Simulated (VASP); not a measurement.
# SiC8 in VASP: notebook, part 2 of 2

VASP 6.6.1.

## Step 3: Single point, PBE+D3(BJ), collinear spin, ferromagnetic start

File INCAR:

```
SYSTEM = SiC8
PREC     = Accurate       ! precision mode
ENCUT    = 520            ! plane-wave cutoff, eV
EDIFF    = 1E-6           ! SCF threshold, eV
ISMEAR   = 0              ! smearing method
SIGMA    = 0.1            ! smearing width, eV
LREAL    = .FALSE.        ! projectors in reciprocal space
LASPH    = .TRUE.         ! aspherical terms in the spheres
NELM     = 150            ! most SCF steps
ALGO     = Normal         ! electronic algorithm
ISIF     = 2              ! what is computed and relaxed
LWAVE    = .FALSE.        ! write WAVECAR
LCHARG   = .FALSE.        ! write CHGCAR
ISPIN    = 2              ! spin polarisation
MAGMOM   = 0 0 0 0 0 0 0 0 2 ! initial moments
LORBIT   = 11             ! projections on sites
LDIPOL   = .TRUE.       
IDIPOL   = 3            
DIPOL    = 0.5 0.5 0.272
GGA      = PE             ! functional
IVDW     = 12             ! dispersion correction
NBANDS   = 32             ! bands
```

File KPOINTS:

```
Automatic mesh
0
G
  6 6 1
  0 0 0
```

File POSCAR:

```
SiC8
1.0
    4.9313048819      0.0000000000      0.0000000000
   -2.4656524409      4.2706353015      0.0000000000
    0.0000000000      0.0000000000     15.5000331942
C Si
8 1
Direct
    0.3333333333      0.1666666667      0.2580650342
    0.3333333333      0.6666666667      0.2580650342
    0.8333333333      0.1666666667      0.2580650342
    0.8333333333      0.6666666667      0.2580650342
    0.1666666667      0.3333333333      0.2580650342
    0.1666666667      0.8333333333      0.2580650342
    0.6666666667      0.3333333333      0.2580650342
    0.6666666667      0.8333333333      0.2580650342
    0.3333333333      0.3333333333      0.3853008683
```

Potentials or basis: VASP PAW PBE potentials, release 64 (C, Si).

Started as:

```sh
$ cat potpaw_PBE.64/C/POTCAR potpaw_PBE.64/Si/POTCAR > POTCAR
$ mpirun -np 1 vasp_std > vasp.out
```

OUTCAR:

```text
SYSTEM = SiC8
   PREC = Accurate
   ENCUT = 520
   EDIFF = 1E-6
   ISMEAR = 0
   LREAL = .FALSE.
   LASPH = .TRUE.
   NELM = 150
   ISIF = 2
   ISPIN = 2
   LORBIT = 11
   GGA = PE
   IVDW = 12
 IVDW          = 12

 ion  position               nearest neighbor table
   1  0.333  0.167  0.258-   5 1.42   6 1.42   7 1.42   9 2.14
   2  0.333  0.667  0.258-   6 1.42   5 1.42   8 1.42   9 2.57
   3  0.833  0.167  0.258-   7 1.42   8 1.42   5 1.42
   4  0.833  0.667  0.258-   8 1.42   7 1.42   6 1.42
   5  0.167  0.333  0.258-   1 1.42   2 1.42   3 1.42   9 2.14
   6  0.167  0.833  0.258-   2 1.42   1 1.42   4 1.42
   7  0.667  0.333  0.258-   3 1.42   4 1.42   1 1.42   9 2.57
   8  0.667  0.833  0.258-   4 1.42   3 1.42   2 1.42
   9  0.333  0.333  0.385-   1 2.14   5 2.14   2 2.57   7 2.57

  LATTYP: Found a hexagonal cell.
 ALAT       =     4.9313048819
 C/A-ratio  =     3.1431910144

  Lattice vectors:

 A1 = (   4.9313048819,   0.0000000000,   0.0000000000)
 A2 = (  -2.4656524409,   4.2706353015,   0.0000000000)
 A3 = (   0.0000000000,   0.0000000000,  15.5000331942)

Analysis of symmetry for initial positions (statically):
=====================================================================
 Subroutine PRICEL returns:
 Original cell was already a primitive cell.

 Routine SETGRP: Setting up the symmetry group for a
 hexagonal supercell.

 Subroutine GETGRP returns: Found  2 space group operations
 (whereof  2 operations were pure point group operations)
 out of a pool of 24 trial point group operations.

The static configuration has the point symmetry C_1h.

Analysis of symmetry for dynamics (positions and initial velocities):
=====================================================================
 Subroutine PRICEL returns:
 Original cell was already a primitive cell.

 Routine SETGRP: Setting up the symmetry group for a
 hexagonal supercell.

 Subroutine GETGRP returns: Found  2 space group operations
 (whereof  2 operations were pure point group operations)
 out of a pool of 24 trial point group operations.

The dynamic configuration has the point symmetry C_1h.

Analysis of structural, dynamic, and magnetic symmetry:
=====================================================================
 Subroutine PRICEL returns:
 Original cell was already a primitive cell.

 Routine SETGRP: Setting up the symmetry group for a
 hexagonal supercell.

 Subroutine GETGRP returns: Found  2 space group operations
 (whereof  2 operations were pure point group operations)
 out of a pool of 24 trial point group operations.

The overall configuration has the point symmetry C_1h.

 Subroutine INISYM returns: Found  2 space group operations
 (whereof  2 operations are pure point group operations),
 and found     1 'primitive' translations

----------------------------------------------------------------------------------------

                                     Primitive cell

  volume of cell :     326.4277

  direct lattice vectors                    reciprocal lattice vectors
     4.931304882  0.000000000  0.000000000     0.202786083  0.117078599  0.000000000
    -2.465652441  4.270635301  0.000000000     0.000000000  0.234157199  0.000000000
[... 107 lines left out ...]
     AMIX_MAG =   1.60;   BMIX_MAG =  1.00
  volume/ion in A,a.u.               =      36.27       244.76
  Fermi-wavevector in a.u.,A,eV,Ry     =   0.785079  1.483584  8.385937  0.616349
  Thomas-Fermi vector in A             =   1.889342
   LORBIT       =     11    0 simple, 1 ext, 2 COOP (PROOUT), +10 PAW based schemes
   GGA     = PE    functional components
   LHFCALC =     F    Hartree Fock is set to
   AEXX    =    0.0000 exact exchange contribution
   IVDW    =    12    specifies the selected vdW correction
   LEPSILON=     F    determine dielectric tensor
   LRPA    =     F    only Hartree local field effects (RPA)
 spin polarized calculation
 Gauss-broadening in eV      SIGMA  =   0.10
  energy-cutoff  :      520.00
  volume of cell :      326.43
 maximum number of plane-waves:      8828
 NGX is ok and might be reduce to    40
   NGX = 19   NGY = 19   NGZ = 57

 number of electron      35.9999996 magnetization       0.1212281

 dipolmoment           0.000000      0.000000     -0.011616 electrons x Angstroem

 Free energy of the ion-electron system (eV)
  ---------------------------------------------------
  ext. energy  EPLUGINS =         0.00000000
  ---------------------------------------------------
  free energy    TOTEN  =       -75.21268996 eV

  energy without entropy =      -75.20385358  energy(sigma->0) =      -75.20827177

 E-fermi :  -1.0431     XC(G=0):  -3.5669

 val. band max:       -1.0552411058   @ k =   0.0000   0.0000   0.0000
 cond. band min:      -0.9767085858   @ k =   0.3333  -0.0000   0.0000
 fundamental gap:      0.0785325200
 Fermi energy:        -1.0430722288

 spin component 1

 k-point     1 :       0.0000    0.0000    0.0000
  band No.  band energies     occupation
      1     -21.5666      1.00000
      2     -16.5842      1.00000
      3     -16.2942      1.00000
      4     -15.9580      1.00000
      5     -15.3108      1.00000
      6     -15.0990      1.00000
[... 418 lines left out ...]
     29       4.9409      0.00000
     30       5.5148      0.00000
 Fermi energy:        -1.0430722288

 spin component 2

 k-point     1 :       0.0000    0.0000    0.0000
  band No.  band energies     occupation
      1     -21.5714      1.00000
      2     -16.5880      1.00000
      3     -16.3015      1.00000
      4     -15.9663      1.00000
      5     -15.3133      1.00000
      6     -15.1032      1.00000
[... 418 lines left out ...]
     29       4.9580      0.00000
     30       5.5470      0.00000
 [bands above 30 left out]

------------------------ aborting loop because EDIFF is reached ----------------------------------------

 vacuum level on the upper side and lower side of the slab       (xc-potential included)        -0.122         0.047

 Edisp (eV)   -0.98586

 E8    (eV) :    -0.3306

  FORCE on cell =-STRESS in cart. coord.  units (eV):
  Direction    XX          YY          ZZ          XY          YZ          ZX
  --------------------------------------------------------------------------------------
  -------------------------------------------------------------------------------------
  Total       4.35731     5.03967    -0.06860     0.59094    -0.15846    -0.09149
  in kB      21.38663    24.73579    -0.33668     2.90046    -0.77777    -0.44905
  external pressure =       15.26 kB  Pullay stress =        0.00 kB

 VOLUME and BASIS-vectors are now :
 -----------------------------------------------------------------------------
  energy-cutoff  :      520.00
  volume of cell :      326.43
      direct lattice vectors                 reciprocal lattice vectors
     4.931304882  0.000000000  0.000000000     0.202786083  0.117078599  0.000000000
    -2.465652441  4.270635301  0.000000000     0.000000000  0.234157199  0.000000000
     0.000000000  0.000000000 15.500033194     0.000000000  0.000000000  0.064515991

 POSITION                                       TOTAL-FORCE (eV/Angst)
 -----------------------------------------------------------------------------------
      1.23283      0.71177      4.00002         0.444073     -0.273415      0.451037
     -0.00000      2.84709      4.00002         0.108514      0.654497      0.177218
      3.69848      0.71177      4.00002        -0.602589     -1.242946     -0.326250
      2.46565      2.84709      4.00002         1.023451      0.353438     -0.299238
      0.00000      1.42355      4.00002        -0.458821      0.247871      0.451037
     -1.23283      3.55886      4.00002        -0.775128     -1.143331     -0.326250
      2.46565      1.42355      4.00002         0.512554      0.421225      0.177218
      1.23283      3.55886      4.00002        -0.205639      1.063054     -0.299238
      0.82188      1.42355      5.97218        -0.046415     -0.080393     -0.005533
 -----------------------------------------------------------------------------------
    total drift:                               -0.000029     -0.000050     -0.000175

  FREE ENERGIE OF THE ION-ELECTRON SYSTEM (eV)
  ---------------------------------------------------
  free  energy   TOTEN  =       -76.1985535483 eV

  energy  without entropy=      -76.1897171667  energy(sigma->0) =      -76.19413536

 vacuum level on the upper side and lower side of the slab         2.530         2.668

 total charge

# of ion       s       p       d       tot
------------------------------------------
    1        0.862   1.814   0.000   2.677
    2        0.863   1.783   0.000   2.646
    3        0.856   1.803   0.000   2.659
    4        0.861   1.787   0.000   2.648
    5        0.862   1.814   0.000   2.677
    6        0.856   1.803   0.000   2.659
    7        0.863   1.783   0.000   2.646
    8        0.861   1.787   0.000   2.648
    9        0.936   0.612   0.000   1.548
--------------------------------------------------
tot          7.821  14.985   0.000  22.807

 magnetization (x)

# of ion       s       p       d       tot
------------------------------------------
    1       -0.000  -0.002   0.000  -0.002
    2       -0.000  -0.005   0.000  -0.005
    3        0.000  -0.003   0.000  -0.003
    4        0.000  -0.001   0.000  -0.001
    5       -0.000  -0.002   0.000  -0.002
    6        0.000  -0.003   0.000  -0.003
    7       -0.000  -0.005   0.000  -0.005
    8        0.000  -0.001   0.000  -0.001
    9        0.001   0.049   0.000   0.050
--------------------------------------------------
tot          0.001   0.027   0.000   0.029
```

Run time: 13 min. Hardware: 1 thread of Intel Xeon 6975P-C, shared host; peak memory 0.68 GiB.

Results:

| Quantity | Value |
| --- | --- |
| Free energy | -76.1986 eV |
| Largest force | 1.419 eV/Å |
| Net moment | 0.12 μB per cell |
| Site moments | C -0.00, -0.01; Si +0.05 μB |
| Valence electrons inside the program's atomic spheres | C 2.68, 2.65, 2.66; Si 1.55 |
| Dispersion energy per atom | -0.110 eV |

Forces in eV/Å, atoms in the order of the input:
```
C    0.444 -0.273  0.451
C    0.109  0.654  0.177
C   -0.603 -1.243 -0.326
C    1.023  0.353 -0.299
C   -0.459  0.248  0.451
C   -0.775 -1.143 -0.326
C    0.513  0.421  0.177
C   -0.206  1.063 -0.299
Si  -0.046 -0.080 -0.006
```

Levels at points of the mesh, in eV from the Fermi level:
Spin up:
```csv
k point,band 14,band 15,band 16,band 17,band 18,band 19,band 20,band 21,band 22,band 23
"(0.00, 0.00, 0.00)",-3.98,-3.78,-3.72,-3.07,-0.84,-0.01,0.19,2.28,2.31,2.50
"(0.50, 0.00, 0.00)",-5.70,-4.84,-4.32,-3.58,-0.25,0.78,1.40,2.22,3.08,4.88
"(0.50, 0.50, 0.00)",-5.79,-4.87,-4.12,-3.60,-0.29,0.86,1.68,1.90,2.83,4.93
```
Spin down:
```
           k point  band 16  band 17  band 18  band 19  band 20  band 21
(0.00, 0.00, 0.00)    -3.71    -3.09    -0.70    -0.01     0.18     2.31
(0.50, 0.00, 0.00)    -4.31    -3.57    -0.03     0.82     1.40     2.24
(0.50, 0.50, 0.00)    -4.09    -3.58    -0.25     1.13     1.68     1.89
```
